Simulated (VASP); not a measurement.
## Bi6O: relaxation of cell and atoms with PBE

The system is Bi6O.

```
CELL_PARAMETERS angstrom
6.20579 0.00000 0.00000
-3.10289 5.37437 0.00000
0.00000 0.00000 5.92016
ATOMIC_POSITIONS crystal
Bi 0.36416 0.00000 0.23341
Bi 0.00000 0.36416 0.23341
Bi 0.63584 0.63584 0.23341
Bi 0.00000 0.63584 0.76659
Bi 0.63584 0.00000 0.76659
Bi 0.36416 0.36416 0.76659
O 0.00000 0.00000 0.00000
```

The cell was generated, and may not be a known phase.

```yaml
Program: VASP 6.6.1
Task: relaxation of cell and atoms
Functional: PBE
Potentials_or_basis: VASP PAW PBE potentials, release 64 (Bi_d, O)
Cutoff: 600 eV
k_mesh: 6 × 6 × 6
Occupations: gaussian, width 0.1 eV
Spin: no spin polarisation
Dipole_correction: no
Further_INCAR_settings: ALGO = Normal; EDIFF = 1e-06; IBRION = 2; EDIFFG = -0.01; NSW = 100; ISIF = 3
```

```json
{
  "Relaxed volume": "27.89 Å³/atom",
  "Relaxed cell": "a = 6.207 Å, b = 6.207 Å, c = 5.850 Å, α = 90.00°, β = 90.00°, γ = 120.00°",
  "Space group after relaxing (to 0.1 Å)": "P-31m (No. 162)",
  "Energy gained by relaxing": "5.4 meV/atom",
  "Ionic steps": "12",
  "Pressure after relaxing": "0.0 GPa",
  "Largest force after relaxing": "0.006 eV/Å",
  "Band gap on the k mesh": "zero (bands 48 and 49 overlap by 1.71 eV)"
}
```

Forces on the atoms (eV/Å):
```
Bi  -0.005  0.000 -0.003
Bi   0.002 -0.004 -0.003
Bi   0.002  0.004 -0.003
Bi  -0.002  0.004  0.003
Bi   0.005  0.000  0.003
Bi  -0.002 -0.004  0.003
O    0.000  0.000  0.000
```

Step by step:
```
step  energy change (eV)  largest force (eV/Å)  pressure (GPa)  volume (Å³)
   1              0.0000                0.2198            0.25       197.45
   2             -0.0121                0.1490           -0.32       198.73
   3             -0.0151                0.0973           -0.75       199.75
   4             -0.0231                0.0816           -0.60       198.82
   5             -0.0365                0.0368           -0.07       196.04
   6             -0.0372                0.0295            0.10       195.21
   7             -0.0375                0.0238            0.03       195.37
   8             -0.0377                0.0210           -0.04       195.51
   9             -0.0377                0.0207           -0.05       195.56
  10             -0.0378                0.0133           -0.05       195.41
  11             -0.0378                0.0041            0.09       195.02
  12             -0.0379                0.0056            0.04       195.21
```

Final structure:
```xyz
7
Lattice="6.2072 0.0000 0.0000 -3.1036 5.3756 0.0000 0.0000 0.0000 5.8504" Properties=species:S:1:pos:R:3 pbc="T T T"
Bi   -0.8703    5.3756    1.4192
Bi   -1.1166    1.9341    1.4192
Bi    1.9870    3.4415    1.4192
Bi   -1.9870    3.4415    4.4312
Bi    3.9739    0.0000    4.4312
Bi    1.1166    1.9341    4.4312
O     0.0000    0.0000    0.0000
```

Levels at points of the mesh, in eV from the Fermi level:
```csv
k point,band 44,band 45,band 46,band 47,band 48,band 49,band 50,band 51,band 52,band 53
"(0.00, 0.00, 0.00)",-2.01,-1.67,-1.66,-1.60,-1.60,-1.17,-1.17,1.44,1.44,2.09
"(0.50, 0.00, 0.00)",-2.08,-1.86,-1.22,-0.98,-0.65,0.41,0.74,0.90,0.97,2.34
"(0.00, 0.00, 0.50)",-3.31,-1.53,-1.13,-0.93,-0.93,0.31,0.54,2.44,2.44,2.67
"(0.50, 0.00, 0.50)",-2.12,-1.65,-1.02,0.20,0.35,0.42,1.06,1.29,1.31,1.56
```

It took 33 min on 1 thread of Intel(R) Xeon(R) 6975P-C (Granite Rapids) (shared host), peak memory 0.6 GiB.

Caveat: spin-orbit coupling is left out, which moves the levels of the heavy elements.
